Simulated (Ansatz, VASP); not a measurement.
One calculation of SiC, two programs

```xyz
2
Lattice="0.0000 2.1740 2.2610 2.1740 0.0000 2.2610 2.1740 2.1740 0.0000" Properties=species:S:1:pos:R:3 pbc="T T T"
Si    0.0000    0.0000    0.0000
C     3.2610    3.2610    3.3914
```

Change from the starting cell: strain +0.000 along x and y, +0.040 along z, atoms carried along.

Alike in both runs: task single point; functional PBE; k mesh 12 × 12 × 12; occupations gaussian, width 0.05 eV; no spin polarisation.

|  | VASP | Ansatz |
| --- | --- | --- |
| version | VASP 6.6.1 | Ansatz 0.2.0 |
| potentials or method | VASP PAW PBE potentials, release 64 (Si, C), cutoff 520 eV | scalar-relativistic, plane waves, PAW |
| valence electrons in the cell | 8 | 8 |

Ansatz gave:

- gap on the k mesh at the Fermi level (eV): 1.18
- least direct gap on the mesh (eV): 4.47
- pressure (GPa): -3.7
- traceless stress, the component that is largest in VASP (GPa): -7.20

Problem. What did VASP give for the same quantities?

Solution. gap on the k mesh at the Fermi level (eV): 1.18; least direct gap on the mesh (eV): 4.47; pressure (GPa): -3.7; traceless stress, the component that is largest in VASP (GPa): -7.22.

The functional is the same, so the differences come from potentials, cutoffs and numerics.
